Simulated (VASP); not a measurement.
# W (Im-3m) in VASP: further runs

W is run at these levels: PBE; tasks: single point.

Everything below comes from runs of VASP 6.6.1. Logs are shortened: lines on timing, memory, paths and dates and some standing lists are left out, and cuts for length are marked.

### 1 The cell of the first run

The structure is cubic, space group Im-3m (No. 229). Conventional cell: a = 3.141 Å, b = 3.141 Å, c = 3.141 Å, α = 90.00°, β = 90.00°, γ = 90.00°. Within 3.6 Å of W (site symmetry m-3m) lie 14 W at 2.72 to 3.14 Å.

### 2 Single point, PBE

File INCAR:

```
PREC = Accurate
ENCUT = 520
EDIFF = 1E-7
ISMEAR = -1
SIGMA = 0.06122561905347299
LREAL = False
LASPH = True
NELM = 100
ALGO = Normal
ISIF = 2
LWAVE = False
LCHARG = False
GGA = PE
NBANDS = 13
```

File KPOINTS:

```
regular mesh
0
Gamma
  24 24 24
```

File POSCAR:

```
W
1.0
   -1.5707222772      1.5707222772      1.5707222772
    1.5707222772     -1.5707222772      1.5707222772
    1.5707222772      1.5707222772     -1.5707222772
W
1
Direct
    0.0000000000      0.0000000000      0.0000000000
```

Potentials or basis: VASP PAW PBE potentials, release 64 (W_sv).

Command:

```bash
$ cat potpaw_PBE.64/W_sv/POTCAR > POTCAR
$ mpirun -np 1 vasp_std > vasp.out
```

OUTCAR:

```text
PREC = Accurate
   ENCUT = 520
   EDIFF = 1E-7
   ISMEAR = -1
   LREAL = False
   LASPH = True
   NELM = 100
   ISIF = 2
   GGA = PE

 ion  position               nearest neighbor table
   1  0.000  0.000  0.000-

  LATTYP: Found a body centered cubic cell.
 ALAT       =     3.1414445544

  Lattice vectors:

 A1 = (  -1.5707222772,   1.5707222772,   1.5707222772)
 A2 = (   1.5707222772,  -1.5707222772,   1.5707222772)
 A3 = (   1.5707222772,   1.5707222772,  -1.5707222772)

Analysis of symmetry for initial positions (statically):
=====================================================================
 Subroutine PRICEL returns:
 Original cell was already a primitive cell.

 Routine SETGRP: Setting up the symmetry group for a
 body centered cubic supercell.

 Subroutine GETGRP returns: Found 48 space group operations
 (whereof 48 operations were pure point group operations)
 out of a pool of 48 trial point group operations.

The static configuration has the point symmetry O_h .

Analysis of symmetry for dynamics (positions and initial velocities):
=====================================================================
 Subroutine PRICEL returns:
 Original cell was already a primitive cell.

 Routine SETGRP: Setting up the symmetry group for a
 body centered cubic supercell.

 Subroutine GETGRP returns: Found 48 space group operations
 (whereof 48 operations were pure point group operations)
 out of a pool of 48 trial point group operations.

The dynamic configuration has the point symmetry O_h .

 Subroutine INISYM returns: Found 48 space group operations
 (whereof 48 operations are pure point group operations),
 and found     1 'primitive' translations

----------------------------------------------------------------------------------------

                                     Primitive cell

  volume of cell :      15.5009

  direct lattice vectors                    reciprocal lattice vectors
    -1.570722277  1.570722277  1.570722277     0.000000000  0.318324892  0.318324892
     1.570722277 -1.570722277  1.570722277     0.318324892  0.000000000  0.318324892
     1.570722277  1.570722277 -1.570722277     0.318324892  0.318324892  0.000000000

  length of vectors
     2.720570789  2.720570789  2.720570789     0.450179380  0.450179380  0.450179380

[... 82 lines left out ...]
   IBRION =     -1    ionic relax: 0-MD 1-quasi-New 2-CG
   NFREE  =      0    steps in history (QN), initial steepest desc. (CG)
   ISIF   =      2    stress and relaxation
   ISYM   =      2    0-nonsym 1-usesym 2-fastsym
   POTIM  = 0.5000    time-step for ionic-motion
   TEBEG  =    0.0;   TEEND  =   0.0 temperature during run
   PSTRESS=    0.0 pullay stress
   NELECT =      14.0000    total number of electrons
   NUPDOWN=      -1.0000    fix difference up-down
   EMIN   =  10.00;   EMAX   =-10.00  energy-range for DOS
   EFERMI =   0.00;   METHOD = LEGACY
   ISMEAR =    -1;   SIGMA  =   0.06  broadening in eV -4-tet -1-fermi 0-gaus
   EFERMI_NEDOS =   21; number of points for ismear=-14 and -15
   IALGO  =     38    algorithm
   IMIX   =      4    mixing-type and parameters
     AMIX     =   0.40;   BMIX     =  1.00
     AMIX_MAG =   1.60;   BMIX_MAG =  1.00
  volume/ion in A,a.u.               =      15.50       104.61
  Fermi-wavevector in a.u.,A,eV,Ry     =   1.582455  2.990407 34.071229  2.504165
  Thomas-Fermi vector in A             =   2.682376
   LORBIT       =      0    0 simple, 1 ext, 2 COOP (PROOUT), +10 PAW based schemes
   GGA     = PE    functional components
   LHFCALC =     F    Hartree Fock is set to
   AEXX    =    0.0000 exact exchange contribution
   IVDW    =     0    specifies the selected vdW correction
   LEPSILON=     F    determine dielectric tensor
   LRPA    =     F    only Hartree local field effects (RPA)
 non-spin polarized calculation
  energy-cutoff  :      520.00
  volume of cell :       15.50
 maximum number of plane-waves:       430
   NGX = 11   NGY = 11   NGZ = 11

 number of electron      14.0000005 magnetization

 Free energy of the ion-electron system (eV)
  ---------------------------------------------------
  ext. energy  EPLUGINS =         0.00000000
  ---------------------------------------------------
  free energy    TOTEN  =       -12.93061734 eV

  energy without entropy =      -12.92555483  energy(sigma->0) =      -12.92808608

 E-fermi :  11.8185     XC(G=0): -13.7682

 val. band max:       11.8168353938   @ k =  -0.2917   0.3333   0.1667
 cond. band min:      11.8240366088   @ k =  -0.2500   0.2500   0.1250
 fundamental gap:      0.0072012150
 Fermi energy:        11.8184594764

 k-point     1 :       0.0000    0.0000    0.0000
  band No.  band energies     occupation
      1     -62.3846      2.00000
      2     -25.9118      2.00000
      3     -25.9118      2.00000
      4     -25.9118      2.00000
      5       2.0099      2.00000
      6      10.5029      2.00000
      7      10.5029      2.00000
      8      10.5029      2.00000
      9      14.0856      0.00000
     10      14.0856      0.00000
     11      26.3379      0.00000
     12      26.3379      0.00000
     13      26.3379      0.00000
[... 354 lines left out ...]
  band No.  band energies     occupation
      1     -62.2363      2.00000
      2     -27.2848      2.00000
      3     -26.3661      2.00000
      4     -25.9307      2.00000
      5       5.4129      2.00000
      6       8.1171      2.00000
      7      12.2786      0.00109
      8      13.9762      0.00000
      9      15.0913      0.00000
     10      18.1557      0.00000
     11      23.1699      0.00000
     12      23.5031      0.00000
     13      28.9442      0.00000

 [... further k-points ...]

------------------------ aborting loop because EDIFF is reached ----------------------------------------

  FORCE on cell =-STRESS in cart. coord.  units (eV):
  Direction    XX          YY          ZZ          XY          YZ          ZX
  --------------------------------------------------------------------------------------
  -------------------------------------------------------------------------------------
  Total        1.3422479      1.3422479      1.3422479      0.0000000      0.0000000      0.0000000
  in kB      138.7347059    138.7347059    138.7347059      0.0000000      0.0000000      0.0000000
  external PRESSURE =     138.7347059 kB  Pullay stress =       0.0000000 kB

 VOLUME and BASIS-vectors are now :
 -----------------------------------------------------------------------------
  energy-cutoff  :      520.00
  volume of cell :       15.50
      direct lattice vectors                 reciprocal lattice vectors
    -1.570722277  1.570722277  1.570722277     0.000000000  0.318324892  0.318324892
     1.570722277 -1.570722277  1.570722277     0.318324892  0.000000000  0.318324892
     1.570722277  1.570722277 -1.570722277     0.318324892  0.318324892  0.000000000

 POSITION                                       TOTAL-FORCE (eV/Angst)
 -----------------------------------------------------------------------------------
      0.00000      0.00000      0.00000        -0.000000     -0.000000     -0.000000
 -----------------------------------------------------------------------------------
    total drift:                                0.000000     -0.000000      0.000000

  FREE ENERGIE OF THE ION-ELECTRON SYSTEM (eV)
  ---------------------------------------------------
  free  energy   TOTEN  =       -12.9306173374 eV

  energy  without entropy=      -12.9255548259  energy(sigma->0) =      -12.92808608
```

stdout:

```text
POSCAR found type information on POSCAR W
 POSCAR found :  1 types and       1 ions
 scaLAPACK will be used
 LDA part: xc-table for (Slater+PW92), standard interpolation
 POSCAR, INCAR and KPOINTS ok, starting setup
 FFT: planning ... GRIDC
 FFT: planning ... GRID_SOFT
 FFT: planning ... GRID
 WAVECAR not read
 entering main loop
```

Wall time 61 s (1 thread of Intel Xeon 8259CL, shared host); peak memory 0.19 GiB.

Results:

```yaml
Free_energy: -12.9306 eV
Pressure: 13.9 GPa
Band_gap_on_the_k_mesh: zero (bands 7 and 8 overlap by 6.60 eV)
```

Levels at points of the mesh, in eV from the Fermi level:
| k point | band 4 | band 5 | band 6 | band 7 | band 8 | band 9 | band 10 | band 11 |
| --- | --- | --- | --- | --- | --- | --- | --- | --- |
| (0.00, 0.00, 0.00) | -37.73 | -9.81 | -1.32 | -1.32 | -1.32 | 2.27 | 2.27 | 14.52 |
| (0.50, 0.00, 0.00) | -37.74 | -6.47 | -3.73 | 0.71 | 2.18 | 3.18 | 6.31 | 11.41 |
| (0.50, 0.50, 0.50) | -38.70 | -6.07 | -6.07 | 5.28 | 5.28 | 5.28 | 8.38 | 8.38 |

Caveat: the cell stands under pressure; spin-orbit coupling is left out, which moves the levels of the heavy elements.

### 3 Single point, PBE

This run uses another cell than the first one, of 15.82 Å³/atom.

File INCAR:

```
SYSTEM = W
PREC = Accurate
ENCUT = 520
EDIFF = 1E-6
ISMEAR = -1
SIGMA = 0.06122561905347299
LREAL = .FALSE.
LASPH = .TRUE.
NELM = 60
ALGO = Normal
ISIF = 2
LWAVE = .FALSE.
LCHARG = .TRUE.
GGA = PE
LELF = .TRUE.
LVHAR = .TRUE.
NBANDS = 13
```

File KPOINTS:

```
Automatic mesh
0
G
  24 24 24
  0 0 0
```

File POSCAR:

```
W
1.0
   -1.5815551870      1.5815551870      1.5815551870
    1.5815551870     -1.5815551870      1.5815551870
    1.5815551870      1.5815551870     -1.5815551870
W
1
Direct
    0.0000000000      0.0000000000      0.0000000000
```

Potentials or basis: VASP PAW PBE potentials, release 64 (W_sv).

Command:

```bash
$ cat potpaw_PBE.64/W_sv/POTCAR > POTCAR
$ mpirun -np 1 vasp_std > vasp.out
```

It took 50 s on 1 thread of Intel Xeon 8259CL, shared host; peak memory 0.19 GiB.

It converged, with:

| Property | Result |
| --- | --- |
| Free energy | -12.9514 eV |
| Pressure | 6.7 GPa |
| Band gap on the k mesh | zero (bands 7 and 8 overlap by 6.41 eV) |

Levels at points of the mesh, in eV from the Fermi level:
```tsv
k point	band 5	band 6	band 7	band 8	band 9	band 10
(0.00, 0.00, 0.00)	-9.69	-1.27	-1.27	-1.27	2.23	2.23
(0.50, 0.00, 0.00)	-6.33	-3.62	0.65	2.12	3.10	6.13
(0.50, 0.50, 0.50)	-5.89	-5.89	5.14	5.14	5.14	8.22
```

Caveat: the cell stands under pressure; spin-orbit coupling is left out, which moves the levels of the heavy elements.

(Part 1 of 2 ends here.)
